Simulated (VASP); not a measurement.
CuF:

```
Cu F
1.0
     3.50866    0.00000    0.00000
    -1.75433    3.03859    0.00000
     0.00000    0.00000    5.08252
Cu F
2 2
Direct
  0.33333 0.66667 0.25000
  0.66667 0.33333 0.75000
  0.66667 0.33333 0.25000
  0.33333 0.66667 0.75000
```

Base run:

* Program: VASP 6.6.1
* Functional: LDA
* Potentials or basis: VASP PAW LDA potentials, release 64 (Cu_sv_GW, F)
* Cutoff: 700 eV
* k mesh: 12 × 12 × 6
* Occupations: fermi-dirac, width 0.02 eV
* Spin: no spin polarisation

Its results: band gap on the k mesh zero (bands 26 and 27 overlap by 0.04 eV); pressure -7.7 GPa.

Q: The run is repeated on the same cell with these changes: functional from LDA to PBE; potentials or basis from VASP PAW LDA potentials, release 64 (Cu_sv_GW, F) to VASP PAW PBE potentials, release 64 (Cu_sv_GW, F). What comes out?

A: Band gap on the k mesh zero (bands 26 and 27 overlap by 0.04 eV); pressure 2.2 GPa.

Caveats: the cell stands under tension (at least some runs).
